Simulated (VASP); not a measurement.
The system is ScAl3.

```
Sc Al
1.0
    -2.04047    2.91546    3.12646
     2.04047   -2.91546    3.12646
     2.04047    2.91546   -3.12646
Sc Al
1 3
Cartesian
  0.0000 2.9155 0.0000
  0.0000 0.0000 4.3624
  0.0000 0.0000 1.8905
  0.0000 0.0000 0.0000
```

The cell was generated, and may not be a known phase.

- Program: VASP 6.6.1
- Task: relaxation of cell and atoms
- Functional: PBE
- Potentials or basis: VASP PAW PBE potentials, release 64 (Sc_sv, Al)
- Cutoff: 600 eV
- k mesh: 6 × 6 × 6
- Occupations: gaussian, width 0.1 eV
- Spin: no spin polarisation

At the start: pressure 45.4 GPa; volume 18.60 Å³/atom.

Problem. Where does the relaxation end?

Solution. Over 13 steps the energy falls by 1755.6 meV/atom and the volume is 26.71 Å³/atom (+43.6 %); space group Immm (No. 71, to 0.1 Å) before and after.

Step by step:
| step | energy change (eV) | largest force (eV/Å) | pressure (GPa) | volume (Å³) |
| --- | --- | --- | --- | --- |
| 1 | 0.0000 | 7.0407 | 45.35 | 74.40 |
| 2 | 1.0680 | 0.3270 | -0.12 | 137.79 |
| 3 | -5.5812 | 0.3944 | -2.97 | 135.90 |
| 4 | -5.8925 | 0.7308 | -2.70 | 129.56 |
| 5 | -6.1914 | 1.9991 | 4.77 | 100.71 |
| 6 | -6.2862 | 1.5971 | 0.14 | 112.98 |
| 7 | -6.3061 | 1.7322 | 1.00 | 110.03 |
| 8 | -6.7404 | 0.7256 | -1.95 | 114.37 |
| 9 | -6.7654 | 0.4767 | -2.58 | 115.84 |
| 10 | -6.9856 | 0.1387 | -1.12 | 109.58 |
| 11 | -7.0118 | 0.0986 | -0.23 | 107.24 |
| 12 | -7.0120 | 0.1195 | -0.15 | 107.06 |
| 13 | -7.0223 | 0.0239 | 0.00 | 106.83 |

Final structure:
```yaml
crystal:
  lattice:
    - [-2.56429, 2.69545, 3.86399]
    - [2.56429, -2.69545, 3.86399]
    - [2.56429, 2.69545, -3.86399]
  atoms:
    - { symbol: Sc, position: [0.50000, 0.00000, 0.50000] }
    - { symbol: Al, position: [0.67446, 0.67446, 0.00000] }
    - { symbol: Al, position: [0.32554, 0.32554, 0.00000] }
    - { symbol: Al, position: [0.00000, 0.00000, 0.00000] }
```

Caveat: the volume moved by over 15 % at a fixed basis, so the end points are rough.
